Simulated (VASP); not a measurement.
A run of VASP 6.6.1 is set up as follows.

POSCAR

```
Be3ZnSe4
1.0
    3.7472541317      0.0000000289      0.0000000000
   -1.8736270909      3.2452172581      0.0000000000
    0.0000000000      0.0000000000     12.4116806000
Be Zn Se
3 1 4
Direct
    0.6666666667      0.3333333333      0.0125380000
    0.6666666667      0.3333333333      0.4928060000
    0.0000000000      0.0000000000      0.2531180000
    0.0000000000      0.0000000000      0.7562110000
    0.6666666667      0.3333333333      0.1939280000
    0.6666666667      0.3333333333      0.6729290000
    0.0000000000      0.0000000000      0.4343310000
    0.0000000000      0.0000000000      0.9541390000
```

The input INCAR.step1:

```
SYSTEM = Be3ZnSe4
  PREC = Accurate
  ENCUT = 520
  ISMEAR = 0
  SIGMA = 0.02
  LREAL = .FALSE.
  LASPH = .TRUE.
  NELM = 100
  NBANDS = 31
  GGA = PE
  ALGO = Normal
  EDIFF = 1E-4
  LWAVE = .TRUE.
  LCHARG = .FALSE.
```

File INCAR.step2:

```
SYSTEM = Be3ZnSe4
  PREC = Accurate
  ENCUT = 520
  EDIFF = 1E-6
  ISMEAR = 0
  SIGMA = 0.02
  LREAL = .FALSE.
  LASPH = .TRUE.
  NELM = 100
  ALGO = Normal
  ISIF = 2
  LWAVE = .FALSE.
  LCHARG = .TRUE.
  METAGGA = R2SCAN
  LMIXTAU = .TRUE.
  LELF = .TRUE.
  LVHAR = .TRUE.
  NBANDS = 31
  ISTART = 1
```

KPOINTS

```
Automatic mesh
0
G
  6 6 2
  0 0 0
```

Potentials or basis: VASP PAW PBE potentials, release 64 (Be, Zn, Se).

Launch:

```sh
$ cat potpaw_PBE.64/Be/POTCAR potpaw_PBE.64/Zn/POTCAR potpaw_PBE.64/Se/POTCAR > POTCAR
$ cp INCAR.step1 INCAR
$ mpirun -np 1 vasp_std > vasp.out
$ cp INCAR.step2 INCAR
$ mpirun -np 1 vasp_std > vasp.out
```

(1) Predict the pressure.

(2) Predict the band gap on the k mesh.

Results:

(1) -1.0 GPa.

(2) 3.09 eV (least direct gap 3.25 eV).

Caveat: the PAW data sets were made with another functional, which shifts forces and pressure a little.
